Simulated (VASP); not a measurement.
The system is Na.

```
CELL_PARAMETERS angstrom
-2.14100 2.14100 2.14100
2.14100 -2.14100 2.14100
2.14100 2.14100 -2.14100
ATOMIC_POSITIONS crystal
Na 0.00000 0.00000 0.00000
```

```yaml
Program: VASP 6.6.1
Task: relaxation of cell and atoms
Functional: BLYP
Potentials_or_basis: VASP PAW PBE potentials, release 64 (Na_pv)
Cutoff: 600 eV
k_mesh: 9 × 9 × 9
Occupations: fermi-dirac, width 0.05 eV
Spin: no spin polarisation
```

At the start: pressure -0.3 GPa; volume 39.26 Å³/atom.

Problem. Where does the relaxation end?

Solution. Over 4 steps the energy falls by 2.6 meV/atom and the volume is 36.94 Å³/atom (-5.9 %); space group Im-3m (No. 229, to 0.05 Å).

The path:
```tsv
step	energy change (eV)	largest force (eV/Å)	pressure (GPa)	volume (Å³)
1	0.0000	0.0000	-0.32	39.26
2	-0.0009	0.0000	-0.32	38.81
3	-0.0025	0.0000	-0.10	37.50
4	-0.0026	0.0000	0.02	36.94
```

Final structure:
```
Na
1.0
    -2.09797    2.09797    2.09797
     2.09797   -2.09797    2.09797
     2.09797    2.09797   -2.09797
Na
1
Direct
  0.00000 0.00000 0.00000
```

Caveat: the PAW data sets were made with another functional, which shifts forces and pressure a little.
